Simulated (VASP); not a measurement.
# NaCl in VASP: further runs

Runs on NaCl. Level: r2SCAN. Tasks: single point.

All numbers are computed with VASP 6.6.1; they aren't measurements. Logs are shortened: lines on timing, memory, paths and dates and some standing lists are left out, and cuts for length are marked.

## Step 1: The cell of the first run

The structure is cubic, space group Fm-3m (No. 225). The conventional cell has a = 5.608 Å, b = 5.608 Å, c = 5.608 Å, α = 90.00°, β = 90.00°, γ = 90.00°. Within 3.7 Å of Na (site symmetry m-3m) lie 6 Cl at 2.80 Å. Cl (site symmetry m-3m) has 6 Na at 2.80 Å within 3.7 Å.

## Step 2: Single point, r2SCAN

Contents of POSCAR:

```
NaCl
1.0
    2.8039807854      2.8039807854      0.0000000000
   -2.8039807854      2.8039807854      0.0000000000
    0.0000000000      2.8039807854      2.8039807854
Na Cl
1 1
Direct
    0.0000000000      0.0000000000      0.0000000000
    0.5000000000      0.5000000000      0.0000000000
```

Contents of INCAR.step1:

```
SYSTEM = NaCl
PREC = Accurate ; ENCUT = 520
ISMEAR = 0 ; SIGMA = 0.01
LREAL = .False. ; LASPH = .True.
NELM = 80 ; NBANDS = 14
GGA = PE ; ALGO = Normal
EDIFF = 1E-4 ; LWAVE = .True.
LCHARG = .False.
```

Contents of INCAR.step2:

```
SYSTEM = NaCl
PREC = Accurate ; ENCUT = 520
EDIFF = 1E-6 ; ISMEAR = 0
SIGMA = 0.01 ; LREAL = .False.
LASPH = .True. ; NELM = 80
ALGO = Normal ; ISIF = 2
LWAVE = .False. ; LCHARG = .False.
METAGGA = R2SCAN ; LMIXTAU = .True.
NBANDS = 14 ; ISTART = 1
```

Contents of KPOINTS:

```
Automatic mesh
0
Gamma
  8 8 8
  0 0 0
```

Potentials or basis: VASP PAW PBE potentials, release 64 (Na_pv, Cl).

On the command line:

```console
$ cat potpaw_PBE.64/Na_pv/POTCAR potpaw_PBE.64/Cl/POTCAR > POTCAR
$ cp INCAR.step1 INCAR
$ mpirun -np 1 vasp_std > vasp.out
$ cp INCAR.step2 INCAR
$ mpirun -np 1 vasp_std > vasp.out
```

OUTCAR:

```text
SYSTEM = NaCl
   PREC = Accurate
   ENCUT = 520
   EDIFF = 1E-6
   ISMEAR = 0
   LREAL = .False.
   LASPH = .True.
   NELM = 80
   ISIF = 2
   METAGGA = R2SCAN
   ISTART = 1

 ion  position               nearest neighbor table
   1  0.000  0.000  0.000-
   2  0.500  0.500  0.000-

  LATTYP: Found a face centered cubic cell.
 ALAT       =     5.6079615708

  Lattice vectors:

 A1 = (   0.0000000000,   2.8039807854,   2.8039807854)
 A2 = (   2.8039807854,   0.0000000000,   2.8039807854)
 A3 = (   2.8039807854,   2.8039807854,   0.0000000000)

Analysis of symmetry for initial positions (statically):
=====================================================================
 Subroutine PRICEL returns:
 Original cell was already a primitive cell.

 Routine SETGRP: Setting up the symmetry group for a
 face centered cubic supercell.

 Subroutine GETGRP returns: Found 48 space group operations
 (whereof 48 operations were pure point group operations)
 out of a pool of 48 trial point group operations.

The static configuration has the point symmetry O_h .

Analysis of symmetry for dynamics (positions and initial velocities):
=====================================================================
 Subroutine PRICEL returns:
 Original cell was already a primitive cell.

 Routine SETGRP: Setting up the symmetry group for a
 face centered cubic supercell.

 Subroutine GETGRP returns: Found 48 space group operations
 (whereof 48 operations were pure point group operations)
 out of a pool of 48 trial point group operations.

The dynamic configuration has the point symmetry O_h .

 Subroutine INISYM returns: Found 48 space group operations
 (whereof 48 operations are pure point group operations),
 and found     1 'primitive' translations

----------------------------------------------------------------------------------------

                                     Primitive cell

  volume of cell :      44.0915

  direct lattice vectors                    reciprocal lattice vectors
     2.803980785  2.803980785  0.000000000     0.178317912  0.178317912 -0.178317912
    -2.803980785  2.803980785  0.000000000    -0.178317912  0.178317912 -0.178317912
     0.000000000  2.803980785  2.803980785     0.000000000  0.000000000  0.356635825

  length of vectors
     3.965427655  3.965427655  3.965427655     0.308855684  0.308855684  0.356635825

  position of ions in fractional coordinates (direct lattice)
     0.000000000  0.000000000  0.000000000
     0.500000000  0.500000000  0.000000000

  ion indices of the primitive-cell ions
   primitive index   ion index
                 1           1
                 2           2

----------------------------------------------------------------------------------------

 KPOINTS: Automatic mesh

Automatic generation of k-mesh.
 Grid dimensions read from file:
 generate k-points for:    8    8    8

 Generating k-lattice:

  Cartesian coordinates                     Fractional coordinates (reciprocal lattice)
     0.022289739  0.022289739 -0.022289739     0.125000000  0.000000000  0.000000000
    -0.022289739  0.022289739 -0.022289739     0.000000000  0.125000000  0.000000000
     0.000000000  0.000000000  0.044579478     0.000000000  0.000000000  0.125000000

  Length of vectors
     0.038606961  0.038606961  0.044579478

  Shift w.r.t. Gamma in fractional coordinates (k-lattice)
     0.000000000  0.000000000  0.000000000

 Subroutine IBZKPT returns following result:
 ===========================================

 Found     29 irreducible k-points:

 Following reciprocal coordinates:
            Coordinates               Weight
  0.000000  0.000000  0.000000      1.000000
  0.125000  0.000000  0.000000      8.000000
  0.250000  0.000000  0.000000      8.000000
  0.375000  0.000000  0.000000      8.000000
  0.500000  0.000000  0.000000      4.000000
  0.125000  0.125000  0.000000     12.000000
[... 16 lines left out ...]
  0.375000  0.250000  0.125000     48.000000
  0.500000  0.250000  0.125000     24.000000
 [... further k-points ...]
   k-points           NKPTS =     29   k-points in BZ     NKDIM =     29   number of bands    NBANDS=     14
   number of dos      NEDOS =    301   number of ions     NIONS =      2
   total plane-waves  NPLWV =  27000
   dimension x,y,z NGX =    30 NGY =   30 NGZ =   30
   dimension x,y,z NGXF=    60 NGYF=   60 NGZF=   60
   ions per type =               1   1
   NGX,Y,Z   is equivalent  to a cutoff of  12.58, 12.58, 12.58 a.u.
   NGXF,Y,Z  is equivalent  to a cutoff of  25.15, 25.15, 25.15 a.u.
 SYSTEM =  NaCl
   PREC   = accura    normal or accurate (medium, high low for compatibility)
   ISTART =      1    job   : 0-new  1-cont  2-samecut
   ICHARG =      0    charge: 1-file 2-atom 10-const
   ISPIN  =      1    spin polarized calculation?
   LNONCOLLINEAR =      F non collinear calculations
   LSORBIT =      F    spin-orbit coupling
   LASPH  =      T    aspherical Exc in radial PAW
[... 24 lines left out ...]
  Fermi-wavevector in a.u.,A,eV,Ry     =   1.116861  2.110561 16.971616  1.247379
  Thomas-Fermi vector in A             =   2.253479
   LORBIT       =      0    0 simple, 1 ext, 2 COOP (PROOUT), +10 PAW based schemes
   METAGGA = R2SCAN    functional components
   LHFCALC =     F    Hartree Fock is set to
   AEXX    =    0.0000 exact exchange contribution
   IVDW    =     0    specifies the selected vdW correction
   LEPSILON=     F    determine dielectric tensor
   LRPA    =     F    only Hartree local field effects (RPA)
 non-spin polarized calculation
 Gauss-broadening in eV      SIGMA  =   0.01
  energy-cutoff  :      520.00
  volume of cell :       44.09
 maximum number of plane-waves:      1243
 NGX is ok and might be reduce to    30
   NGX = 15   NGY = 15   NGZ = 15

 number of electron      14.0000003 magnetization

 Free energy of the ion-electron system (eV)
  ---------------------------------------------------
  ext. energy  EPLUGINS =         0.00000000
  ---------------------------------------------------
  free energy    TOTEN  =       -13.79002025 eV

  energy without entropy =      -13.79002025  energy(sigma->0) =      -13.79002025

 E-fermi :  -0.9857     XC(G=0):  -8.7244

 val. band max:       -1.0652379215   @ k =   0.0000   0.0000   0.0000
 cond. band min:       4.9272631176   @ k =   0.0000   0.0000   0.0000
 fundamental gap:      5.9925010392
 Fermi energy:        -0.9857469525

 k-point     1 :       0.0000    0.0000    0.0000
  band No.  band energies     occupation
      1     -22.5530      2.00000
      2     -22.5528      2.00000
      3     -22.5526      2.00000
      4     -14.3269      2.00000
      5      -1.0653      2.00000
      6      -1.0652      2.00000
      7      -1.0652      2.00000
      8       4.9273      0.00000
      9      10.7111      0.00000
     10      10.7113      0.00000
     11      10.7114      0.00000
     12      12.9820      0.00000
     13      12.9821      0.00000
     14      14.6123      0.00000

 k-point     2 :       0.1250    0.0000    0.0000
  band No.  band energies     occupation
      1     -22.5573      2.00000
      2     -22.5533      2.00000
      3     -22.5530      2.00000
      4     -14.2769      2.00000
      5      -1.4322      2.00000
      6      -1.1097      2.00000
      7      -1.1097      2.00000
      8       5.4234      0.00000
      9      10.1735      0.00000
     10      10.9249      0.00000
     11      10.9250      0.00000
     12      12.7676      0.00000
     13      12.7676      0.00000
     14      15.6373      0.00000

 k-point     3 :       0.2500    0.0000    0.0000
  band No.  band energies     occupation
      1     -22.5683      2.00000
      2     -22.5540      2.00000
      3     -22.5537      2.00000
      4     -14.1527      2.00000
      5      -2.1760      2.00000
      6      -1.2137      2.00000
      7      -1.2137      2.00000
      8       6.3798      0.00000
      9       9.6891      0.00000
     10      11.0987      0.00000
     11      11.0988      0.00000
     12      13.0019      0.00000
     13      13.0020      0.00000
     14      15.7934      0.00000
[... 324 lines left out ...]
 k-point    23 :       0.3750    0.2500    0.1250
  band No.  band energies     occupation
      1     -22.5750      2.00000
      2     -22.5605      2.00000
      3     -22.5563      2.00000
      4     -13.9750      2.00000
      5      -2.6398      2.00000
      6      -1.7817      2.00000
      7      -1.4479      2.00000
      8       7.9230      0.00000
      9       9.3204      0.00000
     10       9.7435      0.00000
     11      11.7746      0.00000
     12      13.5682      0.00000
     13      16.0564      0.00000
     14      16.4424      0.00000

 k-point    24 :       0.5000    0.2500    0.1250
  band No.  band energies     occupation
      1     -22.5773      2.00000
      2     -22.5610      2.00000
      3     -22.5571      2.00000
      4     -13.9342      2.00000
      5      -2.7633      2.00000
      6      -1.8638      2.00000
      7      -1.5030      2.00000
      8       7.9978      0.00000
      9       9.4675      0.00000
     10      10.0334      0.00000
     11      11.5878      0.00000
     12      14.2168      0.00000
     13      15.6459      0.00000
     14      16.5536      0.00000

 [... further k-points ...]
[... 5 lines left out ...]
  --------------------------------------------------------------------------------------
  -------------------------------------------------------------------------------------
  Total       -0.0522204     -0.0522204     -0.0522204      0.0000000     -0.0000000      0.0000000
  in kB       -1.8975613     -1.8975613     -1.8975613      0.0000000     -0.0000000      0.0000000
  external PRESSURE =      -1.8975613 kB  Pullay stress =       0.0000000 kB

 VOLUME and BASIS-vectors are now :
 -----------------------------------------------------------------------------
  energy-cutoff  :      520.00
  volume of cell :       44.09
      direct lattice vectors                 reciprocal lattice vectors
     2.803980785  2.803980785  0.000000000     0.178317912  0.178317912 -0.178317912
    -2.803980785  2.803980785  0.000000000    -0.178317912  0.178317912 -0.178317912
     0.000000000  2.803980785  2.803980785     0.000000000  0.000000000  0.356635825

 POSITION                                       TOTAL-FORCE (eV/Angst)
 -----------------------------------------------------------------------------------
      0.00000      0.00000      0.00000         0.000000     -0.000000      0.000000
      0.00000      2.80398      0.00000        -0.000000      0.000000      0.000000
 -----------------------------------------------------------------------------------
    total drift:                               -0.000000      0.000000      0.000000

  FREE ENERGIE OF THE ION-ELECTRON SYSTEM (eV)
  ---------------------------------------------------
  free  energy   TOTEN  =       -13.7900202516 eV

  energy  without entropy=      -13.7900202516  energy(sigma->0) =      -13.79002025
```

It took 48 s on 1 thread of Intel Xeon Platinum 8488C (Sapphire Rapids), shared host; peak memory 0.16 GiB.

What came out:

- Free energy: -13.7900 eV
- Pressure: -0.2 GPa
- Band gap on the k mesh: 5.99 eV

Caveat: the PAW data sets were made with another functional, which shifts forces and pressure a little. A k mesh can miss the band edges.

## Step 3: Single point, r2SCAN (in-plane strain -0.02, then relaxed in part)

Contents of POSCAR:

```
NaCl
1.0
    2.7479011697      2.7479011697      0.0000000000
   -2.7479011697      2.7479011697      0.0000000000
    0.0000000000      2.7479011697      2.8266066904
Na Cl
1 1
Direct
    0.0000000000      0.0000000000      0.0000000000
    0.5000000000      0.5000000000      0.0000000000
```

Contents of INCAR.step1:

```
PREC = Accurate
ENCUT = 520
ISMEAR = 0
SIGMA = 0.01
LREAL = F
LASPH = T
NELM = 80
NBANDS = 14
GGA = PE
ALGO = Normal
EDIFF = 1E-4
LWAVE = T
LCHARG = F
```

Contents of INCAR.step2:

```
PREC = Accurate
ENCUT = 520
EDIFF = 1E-6
ISMEAR = 0
SIGMA = 0.01
LREAL = F
LASPH = T
NELM = 80
ALGO = Normal
ISIF = 2
LWAVE = F
LCHARG = F
METAGGA = R2SCAN
LMIXTAU = T
NBANDS = 14
ISTART = 1
```

Contents of KPOINTS:

```
Automatic mesh
0
Gamma
  8 8 8
```

Potentials or basis: VASP PAW PBE potentials, release 64 (Na_pv, Cl).

On the command line:

```console
$ cat potpaw_PBE.64/Na_pv/POTCAR potpaw_PBE.64/Cl/POTCAR > POTCAR
$ cp INCAR.step1 INCAR
$ mpirun -np 1 vasp_std > vasp.out
$ cp INCAR.step2 INCAR
$ mpirun -np 1 vasp_std > vasp.out
```

Wall time 83 s (1 thread of Intel Xeon Platinum 8488C (Sapphire Rapids), shared host); peak memory 0.18 GiB.

It converged, with:

```yaml
Free_energy: -13.7836 eV
Pressure: 0.8 GPa
Band_gap_on_the_k_mesh: 6.12 eV
```

Stress tensor (GPa, compression positive):
```
 1.30  0.00  0.00
 0.00  1.30  0.00
 0.00  0.00 -0.19
```

Levels at points of the mesh, in eV from the valence-band top:
```
           k point  band 5  band 6  band 7  band 8  band 9  band 10
(0.00, 0.00, 0.00)   -0.01   -0.01    0.00    6.12   11.65    11.87
(0.50, 0.00, 0.00)   -2.09   -0.34   -0.30    8.03   11.74    12.02
(0.50, 0.50, 0.00)   -1.82   -0.73   -0.64    8.52    8.57    12.67
(0.00, 0.00, 0.50)   -1.84   -0.62   -0.62    8.60    8.64    12.39
```

Caveat: the cell differs from its parent crystal (in-plane strain -0.02, then relaxed in part); the PAW data sets were made with another functional, which shifts forces and pressure a little.

## Step 4: Single point, r2SCAN (film at in-plane strain -0.02)

POSCAR is that of step 3.

Contents of INCAR.step1:

```
SYSTEM = NaCl
PREC = Accurate
ENCUT = 520
ISMEAR = 0
SIGMA = 0.01
LREAL = .FALSE.
LASPH = .TRUE.
NELM = 60
NBANDS = 14
GGA = PE
ALGO = Normal
EDIFF = 1E-4
LWAVE = .TRUE.
LCHARG = .FALSE.
```

Contents of INCAR.step2:

```
SYSTEM = NaCl
PREC = Accurate
ENCUT = 520
EDIFF = 1E-7
ISMEAR = 0
SIGMA = 0.01
LREAL = .FALSE.
LASPH = .TRUE.
NELM = 60
ALGO = Normal
ISIF = 2
LWAVE = .FALSE.
LCHARG = .FALSE.
METAGGA = R2SCAN
LMIXTAU = .TRUE.
NBANDS = 14
ISTART = 1
```

Contents of KPOINTS:

```
regular mesh
0
G
  8 8 8
  0 0 0
```

On the command line:

```console
$ cat potpaw_PBE.64/Na_pv/POTCAR potpaw_PBE.64/Cl/POTCAR > POTCAR
$ cp INCAR.step1 INCAR
$ mpirun -np 1 vasp_std > vasp.out
$ cp INCAR.step2 INCAR
$ mpirun -np 1 vasp_std > vasp.out
```

It took 1.7 min on 1 thread of Intel Xeon Platinum 8488C (Sapphire Rapids), shared host; peak memory 0.18 GiB.

It converged, with:

| Property | Result |
| --- | --- |
| Free energy | -13.7837 eV |
| Pressure | 0.8 GPa |
| Band gap on the k mesh | 6.12 eV |

Stress tensor (GPa, compression positive):
```
 1.29  0.00  0.00
 0.00  1.29  0.00
 0.00  0.00 -0.20
```

Levels at points of the mesh, in eV from the valence-band top:
```tsv
k point	band 3	band 4	band 5	band 6	band 7	band 8	band 9	band 10	band 11	band 12
(0.00, 0.00, 0.00)	-21.44	-13.35	-0.01	-0.01	0.00	6.12	11.65	11.87	11.87	13.93
(0.50, 0.00, 0.00)	-21.44	-12.96	-2.09	-0.34	-0.30	8.03	11.74	12.02	12.03	16.33
(0.50, 0.50, 0.00)	-21.45	-12.89	-1.82	-0.73	-0.64	8.52	8.57	12.67	16.10	16.21
(0.00, 0.00, 0.50)	-21.45	-12.92	-1.84	-0.62	-0.62	8.60	8.64	12.39	16.20	16.50
```

Caveat: the cell differs from its parent crystal (film at in-plane strain -0.02); the PAW data sets were made with another functional, which shifts forces and pressure a little.

## Step 5: Single point, r2SCAN (in-plane strain -0.02)

POSCAR, as its differences from that of step 4:

```diff
@@ -4,3 +4,3 @@
    -2.7479011697      2.7479011697      0.0000000000
-    0.0000000000      2.7479011697      2.8266066904
+    0.0000000000      2.7479011697      2.8376285549
 Na Cl
```

Contents of INCAR.step1:

```
SYSTEM = NaCl
  PREC = Accurate
  ENCUT = 520
  ISMEAR = 0
  SIGMA = 0.01
  LREAL = .FALSE.
  LASPH = .TRUE.
  NELM = 60
  NBANDS = 14
  GGA = PE
  ALGO = Normal
  EDIFF = 1E-4
  LWAVE = .TRUE.
  LCHARG = .FALSE.
```

Contents of INCAR.step2:

```
SYSTEM = NaCl
  PREC = Accurate
  ENCUT = 520
  EDIFF = 1E-6
  ISMEAR = 0
  SIGMA = 0.01
  LREAL = .FALSE.
  LASPH = .TRUE.
  NELM = 60
  ALGO = Normal
  ISIF = 2
  LWAVE = .FALSE.
  LCHARG = .TRUE.
  METAGGA = R2SCAN
  LMIXTAU = .TRUE.
  LELF = .TRUE.
  LVHAR = .TRUE.
  NBANDS = 14
  ISTART = 1
```

KPOINTS is that of step 4.

On the command line:

```console
$ cat potpaw_PBE.64/Na_pv/POTCAR potpaw_PBE.64/Cl/POTCAR > POTCAR
$ cp INCAR.step1 INCAR
$ mpirun -np 1 vasp_std > vasp.out
$ cp INCAR.step2 INCAR
$ mpirun -np 1 vasp_std > vasp.out
```

It took 89 s on 1 thread of Intel Xeon Platinum 8488C (Sapphire Rapids), shared host; peak memory 0.17 GiB.

Results (log left out):

```
Free energy            : -13.7833 eV
Pressure               : 0.7 GPa
Band gap on the k mesh : 6.10 eV
```

Stress tensor (GPa, compression positive):
```
 1.25  0.00  0.00
 0.00  1.25  0.00
 0.00  0.00 -0.42
```

Levels at points of the mesh, in eV from the valence-band top:
| k point | band 4 | band 5 | band 6 | band 7 | band 8 | band 9 | band 10 | band 11 |
| --- | --- | --- | --- | --- | --- | --- | --- | --- |
| (0.00, 0.00, 0.00) | -13.34 | -0.02 | -0.02 | 0.00 | 6.10 | 11.63 | 11.88 | 11.88 |
| (0.50, 0.00, 0.00) | -12.95 | -2.08 | -0.34 | -0.29 | 8.02 | 11.71 | 11.98 | 12.04 |
| (0.50, 0.50, 0.00) | -12.89 | -1.81 | -0.74 | -0.64 | 8.52 | 8.56 | 12.65 | 16.02 |
| (0.00, 0.00, 0.50) | -12.92 | -1.84 | -0.61 | -0.61 | 8.59 | 8.65 | 12.34 | 16.19 |

Caveat: the cell differs from its parent crystal (in-plane strain -0.02); the PAW data sets were made with another functional, which shifts forces and pressure a little.

## Step 6: Single point, r2SCAN (in-plane strain -0.01, then relaxed in part)

Contents of POSCAR:

```
NaCl
1.0
    2.7759409776      2.7759409776      0.0000000000
   -2.7759409776      2.7759409776      0.0000000000
    0.0000000000      2.7759409776      2.8151078571
Na Cl
1 1
Direct
    0.0000000000      0.0000000000      0.0000000000
    0.5000000000      0.5000000000      0.0000000000
```

INCAR.step1, as its differences from that of step 5:

```diff
@@ -7,3 +7,3 @@
   LASPH = .TRUE.
-  NELM = 60
+  NELM = 100
   NBANDS = 14
```

INCAR.step2, as its differences from that of step 5:

```diff
@@ -8,3 +8,3 @@
   LASPH = .TRUE.
-  NELM = 60
+  NELM = 100
   ALGO = Normal
```

KPOINTS is that of step 5.

Potentials or basis: VASP PAW PBE potentials, release 64 (Na_pv, Cl).

On the command line:

```console
$ cat potpaw_PBE.64/Na_pv/POTCAR potpaw_PBE.64/Cl/POTCAR > POTCAR
$ cp INCAR.step1 INCAR
$ mpirun -np 1 vasp_std > vasp.out
$ cp INCAR.step2 INCAR
$ mpirun -np 1 vasp_std > vasp.out
```

Run time: 88 s. Hardware: 1 thread of Intel Xeon Platinum 8488C (Sapphire Rapids), shared host; peak memory 0.17 GiB.

The run converged. Its results:

* Free energy: -13.7889 eV
* Pressure: 0.3 GPa
* Band gap on the k mesh: 6.06 eV

Stress tensor (GPa, compression positive):
```
 0.54  0.00  0.00
 0.00  0.54  0.00
 0.00  0.00 -0.18
```

Levels at points of the mesh, in eV from the valence-band top:
```tsv
k point	band 5	band 6	band 7	band 8	band 9	band 10
(0.00, 0.00, 0.00)	-0.01	-0.01	0.00	6.06	11.71	11.82
(0.50, 0.00, 0.00)	-2.03	-0.31	-0.29	8.00	11.77	11.89
(0.50, 0.50, 0.00)	-1.77	-0.68	-0.63	8.53	8.56	12.50
(0.00, 0.00, 0.50)	-1.79	-0.62	-0.62	8.54	8.62	12.37
```

Caveat: the cell differs from its parent crystal (in-plane strain -0.01, then relaxed in part); the PAW data sets were made with another functional, which shifts forces and pressure a little.

## Step 7: Overview

```tsv
cell	gap on the mesh (eV)	pressure (GPa)
a = 3.965 Å, angles 60.0, 60.0, 90.0°, 2 atoms	5.99	-0.2
a = 3.886, b = 3.886, c = 3.942 Å, angles 60.5, 60.5, 90.0°, 2 atoms	6.12	0.8
a = 3.886, b = 3.886, c = 3.950 Å, angles 60.5, 60.5, 90.0°, 2 atoms	6.10	0.7
a = 3.926, b = 3.926, c = 3.954 Å, angles 60.2, 60.2, 90.0°, 2 atoms	6.06	0.3
```

Alike in all rows: task single point; level r2SCAN; potentials or basis VASP PAW PBE potentials, release 64 (Na_pv, Cl); no spin polarisation; k mesh 8 × 8 × 8; cutoff (eV) 520; smearing gaussian 0.01 eV.

Caveats: the PAW data sets were made with another functional, which shifts forces and pressure a little.

Absolute energies hang on the potentials; compare differences alone.
